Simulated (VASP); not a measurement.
# NaSrBr3 (P4/mmm) in VASP: notebook

Aim: see how the results for NaSrBr3 move with the level of theory and the settings. Levels: PBE, r2SCAN. Tasks: single point.

Program: VASP 6.6.1. These are calculated values, not measurements. Logs are shortened: lines on timing, memory, paths and dates and some standing lists are left out, and cuts for length are marked.

## 1. The cell of the first run

The structure is tetragonal, space group P4/mmm (No. 123). Conventional cell: a = 5.928 Å, b = 5.928 Å, c = 5.839 Å, α = 90.00°, β = 90.00°, γ = 90.00°. Na (site symmetry 4/mmm) has 12 Br at 4.16 to 4.19 Å and 8 Sr at 5.11 Å within 5.5 Å. Within 3.8 Å of Sr (site symmetry 4/mmm) lie 6 Br at 2.92 to 2.96 Å. Within 3.8 Å of Br (site symmetry 4/mmm) lie 2 Sr at 2.92 Å. Br (site symmetry mmm) has 2 Sr at 2.96 Å within 3.9 Å.

## 2. Single point, PBE (uniaxial z strain -1.5%)

The input, INCAR:

```
SYSTEM = NaSrBr3
PREC     = Accurate       ! precision mode
ENCUT    = 520            ! plane-wave cutoff, eV
EDIFF    = 1E-6           ! SCF threshold, eV
ISMEAR   = -1             ! smearing method
SIGMA    = 0.02           ! smearing width, eV
LREAL    = .FALSE.        ! projectors in reciprocal space
LASPH    = .TRUE.         ! aspherical terms in the spheres
NELM     = 100            ! most SCF steps
ALGO     = Normal         ! electronic algorithm
ISIF     = 2              ! what is computed and relaxed
LWAVE    = .FALSE.        ! write WAVECAR
LCHARG   = .FALSE.        ! write CHGCAR
GGA      = PE             ! functional
NBANDS   = 27             ! bands
```

The input, KPOINTS:

```
regular mesh
0
G
  4 4 4
  0 0 0
```

The input, POSCAR:

```
NaSrBr3
1.0
    5.9276796455      0.0000000000      0.0000000000
    0.0000000000      5.9276796455      0.0000000000
    0.0000000000      0.0000000000      5.8387644508
Na Sr Br
1 1 3
Direct
    0.0000000000      0.0000000000      0.0000000000
    0.5000000000      0.5000000000      0.5000000000
    0.5000000000      0.5000000000      0.0000000000
    0.5000000000      0.0000000000      0.5000000000
    0.0000000000      0.5000000000      0.5000000000
```

Potentials or basis: VASP PAW PBE potentials, release 64 (Na_pv, Sr_sv, Br).

Run with:

```sh
$ cat potpaw_PBE.64/Na_pv/POTCAR potpaw_PBE.64/Sr_sv/POTCAR potpaw_PBE.64/Br/POTCAR > POTCAR
$ mpirun -np 1 vasp_std > vasp.out
```

OUTCAR:

```text
SYSTEM = NaSrBr3
   PREC = Accurate
   ENCUT = 520
   EDIFF = 1E-6
   ISMEAR = -1
   LREAL = .FALSE.
   LASPH = .TRUE.
   NELM = 100
   ISIF = 2
   GGA = PE

 ion  position               nearest neighbor table
   1  0.000  0.000  0.000-
   2  0.500  0.500  0.500-   3 2.92   3 2.92   5 2.96   4 2.96   4 2.96   5 2.96
   3  0.500  0.500  0.000-   2 2.92   2 2.92
   4  0.500  0.000  0.500-   2 2.96   2 2.96
   5  0.000  0.500  0.500-   2 2.96   2 2.96

  LATTYP: Found a simple tetragonal cell.
 ALAT       =     5.9276796455
 C/A-ratio  =     0.9850000000

  Lattice vectors:

 A1 = (   5.9276796455,   0.0000000000,   0.0000000000)
 A2 = (   0.0000000000,   5.9276796455,   0.0000000000)
 A3 = (   0.0000000000,   0.0000000000,   5.8387644508)

Analysis of symmetry for initial positions (statically):
=====================================================================
 Subroutine PRICEL returns:
 Original cell was already a primitive cell.

 Routine SETGRP: Setting up the symmetry group for a
 simple tetragonal supercell.

 Subroutine GETGRP returns: Found 16 space group operations
 (whereof 16 operations were pure point group operations)
 out of a pool of 16 trial point group operations.

The static configuration has the point symmetry D_4h.

Analysis of symmetry for dynamics (positions and initial velocities):
=====================================================================
 Subroutine PRICEL returns:
 Original cell was already a primitive cell.

 Routine SETGRP: Setting up the symmetry group for a
 simple tetragonal supercell.

 Subroutine GETGRP returns: Found 16 space group operations
 (whereof 16 operations were pure point group operations)
 out of a pool of 16 trial point group operations.

The dynamic configuration has the point symmetry D_4h.

 Subroutine INISYM returns: Found 16 space group operations
 (whereof 16 operations are pure point group operations),
 and found     1 'primitive' translations

----------------------------------------------------------------------------------------

                                     Primitive cell

  volume of cell :     205.1589

  direct lattice vectors                    reciprocal lattice vectors
     5.927679645  0.000000000  0.000000000     0.168700075  0.000000000  0.000000000
     0.000000000  5.927679645  0.000000000     0.000000000  0.168700075  0.000000000
     0.000000000  0.000000000  5.838764451     0.000000000  0.000000000  0.171269112

  length of vectors
     5.927679645  5.927679645  5.838764451     0.168700075  0.168700075  0.171269112

  position of ions in fractional coordinates (direct lattice)
     0.000000000  0.000000000  0.000000000
     0.500000000  0.500000000  0.500000000
     0.500000000  0.500000000  0.000000000
     0.500000000  0.000000000  0.500000000
     0.000000000  0.500000000  0.500000000

  ion indices of the primitive-cell ions
   primitive index   ion index
                 1           1
                 2           2
                 3           3
                 4           4
                 5           5

----------------------------------------------------------------------------------------

 KPOINTS: regular mesh

Automatic generation of k-mesh.
 Grid dimensions read from file:
 generate k-points for:    4    4    4

 Generating k-lattice:

  Cartesian coordinates                     Fractional coordinates (reciprocal lattice)
     0.042175019  0.000000000  0.000000000     0.250000000  0.000000000  0.000000000
     0.000000000  0.042175019  0.000000000     0.000000000  0.250000000  0.000000000
     0.000000000  0.000000000  0.042817278     0.000000000  0.000000000  0.250000000

  Length of vectors
     0.042175019  0.042175019  0.042817278

  Shift w.r.t. Gamma in fractional coordinates (k-lattice)
     0.000000000  0.000000000  0.000000000

 Subroutine IBZKPT returns following result:
 ===========================================

 Found     18 irreducible k-points:

 Following reciprocal coordinates:
            Coordinates               Weight
  0.000000  0.000000  0.000000      1.000000
  0.250000  0.000000  0.000000      4.000000
  0.500000  0.000000  0.000000      2.000000
  0.250000  0.250000  0.000000      4.000000
  0.500000  0.250000  0.000000      4.000000
  0.500000  0.500000  0.000000      1.000000
[... 10 lines left out ...]
  0.500000  0.250000  0.500000      4.000000
  0.500000  0.500000  0.500000      1.000000
   k-points           NKPTS =     18   k-points in BZ     NKDIM =     18   number of bands    NBANDS=     27
   number of dos      NEDOS =    301   number of ions     NIONS =      5
   total plane-waves  NPLWV = 110592
   dimension x,y,z NGX =    48 NGY =   48 NGZ =   48
   dimension x,y,z NGXF=    96 NGYF=   96 NGZF=   96
   ions per type =               1   1   3
   NGX,Y,Z   is equivalent  to a cutoff of  13.46, 13.46, 13.67 a.u.
   NGXF,Y,Z  is equivalent  to a cutoff of  26.92, 26.92, 27.33 a.u.
 SYSTEM =  NaSrBr3
   PREC   = accura    normal or accurate (medium, high low for compatibility)
   ISTART =      0    job   : 0-new  1-cont  2-samecut
   ICHARG =      2    charge: 1-file 2-atom 10-const
   ISPIN  =      1    spin polarized calculation?
   LNONCOLLINEAR =      F non collinear calculations
   LSORBIT =      F    spin-orbit coupling
   LASPH  =      T    aspherical Exc in radial PAW
   ENCUT  =  520.0 eV  38.22 Ry    6.18 a.u.  11.02 11.02 10.86*2*pi/ulx,y,z
   NELM   =    100;   NELMIN=  2; NELMDL= -5     # of ELM steps
   EDIFF  = 0.1E-05   stopping-criterion for ELM
   LREAL  =      F    real-space projection
   EDIFFG = 0.1E-04   stopping-criterion for IOM
   NSW    =      0    number of steps for IOM
   IBRION =     -1    ionic relax: 0-MD 1-quasi-New 2-CG
   NFREE  =      0    steps in history (QN), initial steepest desc. (CG)
   ISIF   =      2    stress and relaxation
   ISYM   =      2    0-nonsym 1-usesym 2-fastsym
   POTIM  = 0.5000    time-step for ionic-motion
   TEBEG  =    0.0;   TEEND  =   0.0 temperature during run
   PSTRESS=    0.0 pullay stress
   NELECT =      38.0000    total number of electrons
   NUPDOWN=      -1.0000    fix difference up-down
   EMIN   =  10.00;   EMAX   =-10.00  energy-range for DOS
   EFERMI =   0.00;   METHOD = LEGACY
   ISMEAR =    -1;   SIGMA  =   0.02  broadening in eV -4-tet -1-fermi 0-gaus
   EFERMI_NEDOS =   21; number of points for ismear=-14 and -15
   IALGO  =     38    algorithm
   IMIX   =      4    mixing-type and parameters
     AMIX     =   0.40;   BMIX     =  1.00
     AMIX_MAG =   1.60;   BMIX_MAG =  1.00
  volume/ion in A,a.u.               =      41.03       276.90
  Fermi-wavevector in a.u.,A,eV,Ry     =   0.933195  1.763483 11.848682  0.870854
  Thomas-Fermi vector in A             =   2.059872
   LORBIT       =      0    0 simple, 1 ext, 2 COOP (PROOUT), +10 PAW based schemes
   GGA     = PE    functional components
   LHFCALC =     F    Hartree Fock is set to
   AEXX    =    0.0000 exact exchange contribution
   IVDW    =     0    specifies the selected vdW correction
   LEPSILON=     F    determine dielectric tensor
   LRPA    =     F    only Hartree local field effects (RPA)
 non-spin polarized calculation
  energy-cutoff  :      520.00
  volume of cell :      205.16
 maximum number of plane-waves:      5576
 NGX is ok and might be reduce to    48
   NGX = 23   NGY = 23   NGZ = 21

 number of electron      38.0000010 magnetization

 Free energy of the ion-electron system (eV)
  ---------------------------------------------------
  ext. energy  EPLUGINS =         0.00000000
  ---------------------------------------------------
  free energy    TOTEN  =       -16.35324973 eV

  energy without entropy =      -16.35324973  energy(sigma->0) =      -16.35324973

 E-fermi :  -1.0710     XC(G=0):  -6.7703

 val. band max:       -1.5124908137   @ k =   0.5000   0.5000   0.5000
 cond. band min:       1.4623593502   @ k =   0.0000   0.0000   0.0000
 fundamental gap:      2.9748501640
 Fermi energy:        -1.0710266493

 k-point     1 :       0.0000    0.0000    0.0000
  band No.  band energies     occupation
      1     -34.4178      2.00000
      2     -25.5923      2.00000
      3     -25.5923      2.00000
      4     -25.5920      2.00000
      5     -16.5417      2.00000
      6     -16.5262      2.00000
[... 19 lines left out ...]
     26       5.3535      0.00000
     27       5.7716      0.00000

 k-point     2 :       0.2500    0.0000    0.0000
  band No.  band energies     occupation
      1     -34.4177      2.00000
      2     -25.5923      2.00000
      3     -25.5923      2.00000
      4     -25.5920      2.00000
      5     -16.6094      2.00000
      6     -16.5413      2.00000
[... 19 lines left out ...]
     26       5.5870      0.00000
     27       6.0961      0.00000

 k-point     3 :       0.5000    0.0000    0.0000
  band No.  band energies     occupation
      1     -34.4176      2.00000
      2     -25.5923      2.00000
      3     -25.5923      2.00000
      4     -25.5920      2.00000
      5     -16.6846      2.00000
      6     -16.5409      2.00000
[... 19 lines left out ...]
     26       5.6399      0.00000
     27       6.4102      0.00000

 k-point     4 :       0.2500    0.2500    0.0000
  band No.  band energies     occupation
      1     -34.4176      2.00000
      2     -25.5923      2.00000
      3     -25.5923      2.00000
      4     -25.5920      2.00000
      5     -16.6096      2.00000
      6     -16.6082      2.00000
[... 19 lines left out ...]
     26       5.7323      0.00000
     27       5.9483      0.00000
[... 336 lines left out ...]
      4     -25.5920      2.00000
      5     -16.7330      2.00000
      6     -16.6084      2.00000
[... 19 lines left out ...]
     26       6.0665      0.00000
     27       6.1494      0.00000

 k-point    17 :       0.5000    0.2500    0.5000
  band No.  band energies     occupation
      1     -34.4172      2.00000
      2     -25.5923      2.00000
      3     -25.5923      2.00000
      4     -25.5920      2.00000
      5     -16.7325      2.00000
      6     -16.6827      2.00000
[... 19 lines left out ...]
     26       5.6492      0.00000
     27       6.2011      0.00000

 k-point    18 :       0.5000    0.5000    0.5000
  band No.  band energies     occupation
      1     -34.4171      2.00000
      2     -25.5923      2.00000
      3     -25.5923      2.00000
      4     -25.5920      2.00000
      5     -16.7319      2.00000
      6     -16.6822      2.00000
[... 19 lines left out ...]
     26       6.0244      0.00000
     27       6.2345      0.00000

------------------------ aborting loop because EDIFF is reached ----------------------------------------

  FORCE on cell =-STRESS in cart. coord.  units (eV):
  Direction    XX          YY          ZZ          XY          YZ          ZX
  --------------------------------------------------------------------------------------
  -------------------------------------------------------------------------------------
  Total        0.5685916      0.5685916      1.4021233      0.0000000      0.0000000      0.0000000
  in kB        4.4403846      4.4403846     10.9498046      0.0000000      0.0000000      0.0000000
  external PRESSURE =       6.6101912 kB  Pullay stress =       0.0000000 kB

 VOLUME and BASIS-vectors are now :
 -----------------------------------------------------------------------------
  energy-cutoff  :      520.00
  volume of cell :      205.16
      direct lattice vectors                 reciprocal lattice vectors
     5.927679645  0.000000000  0.000000000     0.168700075  0.000000000  0.000000000
     0.000000000  5.927679645  0.000000000     0.000000000  0.168700075  0.000000000
     0.000000000  0.000000000  5.838764451     0.000000000  0.000000000  0.171269112

 POSITION                                       TOTAL-FORCE (eV/Angst)
 -----------------------------------------------------------------------------------
      0.00000      0.00000      0.00000         0.000000      0.000000      0.000000
      2.96384      2.96384      2.91938         0.000000      0.000000      0.000000
      2.96384      2.96384      0.00000         0.000000      0.000000      0.000000
      2.96384      0.00000      2.91938         0.000000      0.000000      0.000000
      0.00000      2.96384      2.91938         0.000000      0.000000      0.000000
 -----------------------------------------------------------------------------------
    total drift:                                0.000000     -0.000000     -0.000000

  FREE ENERGIE OF THE ION-ELECTRON SYSTEM (eV)
  ---------------------------------------------------
  free  energy   TOTEN  =       -16.3532497328 eV

  energy  without entropy=      -16.3532497327  energy(sigma->0) =      -16.35324973
```

Wall time 71 s (1 thread of AMD EPYC 7R13 (Zen 3), shared host); peak memory 0.34 GiB.

Results:

- Free energy: -16.3532 eV
- Pressure: 0.7 GPa
- Band gap on the k mesh: 2.97 eV (least direct gap 3.22 eV)

Caveat: the cell differs from its parent crystal (uniaxial z strain -1.5%). A k mesh can miss the band edges.

## 3. Single point, r2SCAN (epitaxial xy strain -1.0%)

Edit POSCAR of step 2 so:

```diff
@@ -2,5 +2,5 @@
 1.0
-    5.9276796455      0.0000000000      0.0000000000
-    0.0000000000      5.9276796455      0.0000000000
-    0.0000000000      0.0000000000      5.8387644508
+    5.8684028490      0.0000000000      0.0000000000
+    0.0000000000      5.8684028490      0.0000000000
+    0.0000000000      0.0000000000      5.9408603649
 Na Sr Br
```

The input, INCAR.step1:

```
SYSTEM = NaSrBr3
PREC = Accurate
ENCUT = 520
ISMEAR = 0
SIGMA = 0.01
LREAL = .False.
LASPH = .True.
NELM = 60
NBANDS = 27
GGA = PE
ALGO = Normal
EDIFF = 1E-4
LWAVE = .True.
LCHARG = .False.
```

The input, INCAR.step2:

```
SYSTEM = NaSrBr3
PREC = Accurate
ENCUT = 520
EDIFF = 1E-6
ISMEAR = 0
SIGMA = 0.01
LREAL = .False.
LASPH = .True.
NELM = 60
ALGO = Normal
ISIF = 2
LWAVE = .False.
LCHARG = .False.
METAGGA = R2SCAN
LMIXTAU = .True.
NBANDS = 27
ISTART = 1
```

The input, KPOINTS:

```
Automatic mesh
0
Gamma
  4 4 4
  0 0 0
```

Potentials or basis: VASP PAW PBE potentials, release 64 (Na_pv, Sr_sv, Br).

Run with:

```sh
$ cat potpaw_PBE.64/Na_pv/POTCAR potpaw_PBE.64/Sr_sv/POTCAR potpaw_PBE.64/Br/POTCAR > POTCAR
$ cp INCAR.step1 INCAR
$ mpirun -np 1 vasp_std > vasp.out
$ cp INCAR.step2 INCAR
$ mpirun -np 1 vasp_std > vasp.out
```

Wall time 5.1 min (1 thread of AMD EPYC 7R13 (Zen 3), shared host); peak memory 0.39 GiB.

It converged, with:

```
Free energy            : -68.0378 eV
Pressure               : 0.4 GPa
Band gap on the k mesh : 3.71 eV (least direct gap 3.97 eV)
```

Stress tensor (GPa, compression positive):
```
0.60 0.00 0.00
0.00 0.60 0.00
0.00 0.00 0.05
```

Levels at points of the mesh, in eV from the valence-band top:
```csv
k point,band 15,band 16,band 17,band 18,band 19,band 20,band 21,band 22,band 23,band 24
"(0.00, 0.00, 0.00)",-0.49,-0.49,-0.27,-0.26,-0.26,3.71,5.89,5.89,5.89,7.44
"(0.50, 0.00, 0.00)",-0.82,-0.81,-0.59,-0.34,-0.34,5.12,5.75,6.02,6.97,6.99
"(0.50, 0.50, 0.00)",-0.81,-0.81,-0.77,-0.77,-0.01,5.38,6.91,6.91,7.28,7.29
"(0.00, 0.00, 0.50)",-0.78,-0.78,-0.60,-0.33,-0.33,5.07,5.77,6.01,6.92,6.92
"(0.50, 0.00, 0.50)",-0.79,-0.79,-0.79,-0.76,-0.02,5.40,6.87,6.89,7.20,7.27
"(0.50, 0.50, 0.50)",-1.41,-1.37,-0.02,-0.02,0.00,4.62,7.71,7.71,7.72,8.21
```

Caveat: the cell differs from its parent crystal (epitaxial xy strain -1.0%); the PAW data sets were made with another functional, which shifts forces and pressure a little. A k mesh can miss the band edges.

## 4. Single point, r2SCAN (uniaxial z strain -1.5%)

Edit POSCAR of step 3 so:

```diff
@@ -2,5 +2,5 @@
 1.0
-    5.8684028490      0.0000000000      0.0000000000
-    0.0000000000      5.8684028490      0.0000000000
-    0.0000000000      0.0000000000      5.9408603649
+    5.9276796455      0.0000000000      0.0000000000
+    0.0000000000      5.9276796455      0.0000000000
+    0.0000000000      0.0000000000      5.8387644508
 Na Sr Br
```

The input, INCAR.step1:

```
PREC = Accurate
ENCUT = 520
ISMEAR = 0
SIGMA = 0.01
LREAL = F
LASPH = T
NELM = 60
NBANDS = 27
GGA = PE
ALGO = Normal
EDIFF = 1E-4
LWAVE = T
LCHARG = F
```

The input, INCAR.step2:

```
PREC = Accurate
ENCUT = 520
EDIFF = 1E-6
ISMEAR = 0
SIGMA = 0.01
LREAL = F
LASPH = T
NELM = 60
ALGO = Normal
ISIF = 2
LWAVE = F
LCHARG = F
METAGGA = R2SCAN
LMIXTAU = T
NBANDS = 27
ISTART = 1
```

The input, KPOINTS:

```
Automatic mesh
0
Gamma
  4 4 4
```

Run with:

```sh
$ cat potpaw_PBE.64/Na_pv/POTCAR potpaw_PBE.64/Sr_sv/POTCAR potpaw_PBE.64/Br/POTCAR > POTCAR
$ cp INCAR.step1 INCAR
$ mpirun -np 1 vasp_std > vasp.out
$ cp INCAR.step2 INCAR
$ mpirun -np 1 vasp_std > vasp.out
```

Wall time 5.1 min (1 thread of AMD EPYC 7R13 (Zen 3), shared host); peak memory 0.39 GiB.

It converged, with:

- Free energy: -68.0377 eV
- Pressure: 0.4 GPa
- Band gap on the k mesh: 3.71 eV (least direct gap 3.97 eV)

Stress tensor (GPa, compression positive):
```
0.13 0.00 0.00
0.00 0.13 0.00
0.00 0.00 0.82
```

Levels at points of the mesh, in eV from the valence-band top:
| k point | band 15 | band 16 | band 17 | band 18 | band 19 | band 20 | band 21 | band 22 | band 23 | band 24 |
| --- | --- | --- | --- | --- | --- | --- | --- | --- | --- | --- |
| (0.00, 0.00, 0.00) | -0.49 | -0.48 | -0.27 | -0.27 | -0.25 | 3.71 | 5.90 | 5.90 | 5.90 | 7.44 |
| (0.50, 0.00, 0.00) | -0.79 | -0.77 | -0.59 | -0.33 | -0.32 | 5.08 | 5.77 | 6.02 | 6.93 | 6.95 |
| (0.50, 0.50, 0.00) | -0.79 | -0.79 | -0.76 | -0.76 | -0.03 | 5.40 | 6.86 | 6.86 | 7.21 | 7.21 |
| (0.00, 0.00, 0.50) | -0.83 | -0.83 | -0.58 | -0.34 | -0.34 | 5.14 | 5.73 | 6.04 | 7.01 | 7.01 |
| (0.50, 0.00, 0.50) | -0.81 | -0.77 | -0.77 | -0.77 | -0.01 | 5.39 | 6.88 | 6.92 | 7.23 | 7.30 |
| (0.50, 0.50, 0.50) | -1.40 | -1.35 | -0.02 | 0.00 | 0.00 | 4.63 | 7.70 | 7.71 | 7.71 | 8.19 |

Caveat: the cell differs from its parent crystal (uniaxial z strain -1.5%); the PAW data sets were made with another functional, which shifts forces and pressure a little. A k mesh can miss the band edges.

## 5. The runs side by side

```csv
level,cell,smearing,gap on the mesh (eV),pressure (GPa)
PBE,"a = 5.928, b = 5.928, c = 5.839 Å, 5 atoms",fermi-dirac 0.02 eV,2.97,0.7
r2SCAN,"a = 5.868, b = 5.868, c = 5.941 Å, 5 atoms",gaussian 0.01 eV,3.71,0.4
r2SCAN,"a = 5.928, b = 5.928, c = 5.839 Å, 5 atoms",gaussian 0.01 eV,3.71,0.4
```

Alike in all rows: task single point; potentials or basis VASP PAW PBE potentials, release 64 (Na_pv, Sr_sv, Br); no spin polarisation; k mesh 4 × 4 × 4; cutoff (eV) 520.

Caveats: the PAW data sets were made with another functional, which shifts forces and pressure a little (at least some runs).

Total energies depend on the potentials used, so only differences within one code and one set of settings carry meaning.
